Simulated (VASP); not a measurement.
Input of a VASP 6.6.1 run:

File POSCAR:

```
MgO
1.0
    0.0000000000      2.2820056617      2.2820056617
    2.2820056617      0.0000000000      2.2820056617
    2.2820056617      2.2820056617      0.0000000000
Mg O
1 1
Direct
    0.0000000000      0.0000000000      0.0000000000
    0.2500000000      0.2500000000      0.2500000000
```

File INCAR.step1:

```
SYSTEM = MgO
  PREC = Accurate
  ENCUT = 520
  ISMEAR = 0
  SIGMA = 0.01
  LREAL = .FALSE.
  LASPH = .TRUE.
  NELM = 100
  NBANDS = 11
  GGA = PE
  ALGO = Normal
  EDIFF = 1E-4
  LWAVE = .TRUE.
  LCHARG = .FALSE.
```

INCAR.step2

```
SYSTEM = MgO
  PREC = Accurate
  ENCUT = 520
  EDIFF = 1E-7
  ISMEAR = 0
  SIGMA = 0.01
  LREAL = .FALSE.
  LASPH = .TRUE.
  NELM = 100
  ALGO = Normal
  ISIF = 2
  LWAVE = .FALSE.
  LCHARG = .TRUE.
  METAGGA = R2SCAN
  LMIXTAU = .TRUE.
  LELF = .TRUE.
  LVHAR = .TRUE.
  NBANDS = 11
  ISTART = 1
```

KPOINTS

```
regular mesh
0
G
  8 8 8
  0 0 0
```

Potentials or basis: VASP PAW PBE potentials, release 64 (Mg, O).

Command:

```bash
$ cat potpaw_PBE.64/Mg/POTCAR potpaw_PBE.64/O/POTCAR > POTCAR
$ cp INCAR.step1 INCAR
$ mpirun -np 1 vasp_std > vasp.out
$ cp INCAR.step2 INCAR
$ mpirun -np 1 vasp_std > vasp.out
```

(1) Estimate the pressure.

(2) Predict the band gap on the k mesh.

Answers

(1) -0.6 GPa.

(2) 4.32 eV, direct.

Caveat: the PAW data sets were made with another functional, which shifts forces and pressure a little.
